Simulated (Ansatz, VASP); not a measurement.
One calculation of Cd2C, two programs

Contents of INCAR:

```
  ALGO = Normal
  EDIFF = 1E-6
  ENCUT = 520
  GGA = PE
  ISIF = 2
  ISMEAR = 0
  LASPH = True
  LCHARG = False
  LREAL = False
  LWAVE = False
  NBANDS = 21
  NELM = 80
  PREC = Accurate
  SIGMA = 0.1
```

KPOINTS

```
k-points
0
Gamma
  6 6 4
```

The input POSCAR:

```
Cd2C
1.0
    3.8571599500      0.0000000000      0.0000000000
   -1.9285799800      3.3403985100      0.0000000000
    0.0000000000      0.0000000000      4.6583432900
Cd C
2 1
Direct
    0.3333333300      0.6666666700      0.0435316500
    0.6666666700      0.3333333300      0.0435316500
    0.0000000000      0.0000000000      0.7633385900
```

Input for Ansatz:

```yaml
crystal:
  lattice:
    - [3.85715995, 0.0, 0.0]
    - [-1.92857998, 3.34039851, 0.0]
    - [0.0, 0.0, 4.65834329]
  atoms:
    - { symbol: Cd, position: [0.33333333, 0.66666667, 0.04353165] }
    - { symbol: Cd, position: [0.66666667, 0.33333333, 0.04353165] }
    - { symbol: C, position: [0.0, 0.0, 0.76333859] }
basis:
  ecutwfc: 420
kpoints:
  mp_grid: { grid: [6, 6, 4] }
hamiltonian:
  xc: pbe
scf:
  occupations: { method: gaussian, width: 0.1 }
  lower_state_search: "off"
output:
  forces: true
  stress: true
  eigenvalues: true
```

Alike in both runs: task single point; functional PBE; k mesh 6 × 6 × 4; occupations gaussian, width 0.1 eV; no spin polarisation.

|  | VASP | Ansatz |
| --- | --- | --- |
| version | VASP 6.6.1 | Ansatz 0.2.0 |
| potentials or method | VASP PAW PBE potentials, release 64 (Cd, C), cutoff 520 eV | scalar-relativistic, plane waves, PAW |
| valence electrons in the cell | 28 | 44 |

|  | VASP | Ansatz | Ansatz less VASP |
| --- | --- | --- | --- |
| gap on the k mesh at the Fermi level (eV) | none | none | - |
| rms of the force components (eV/Å) | 0.659 | 0.686 | +0.0274 |

Atom by atom the forces differ by 0.027 eV/Å (rms over components). A gap of «none» marks a metal or a gap that the smearing closes. The functional is the same, so the differences come from potentials, cutoffs and numerics. VASP's potentials hold 28 valence electrons a cell and Ansatz's 44, so a difference there can come from the potentials and not from the codes.
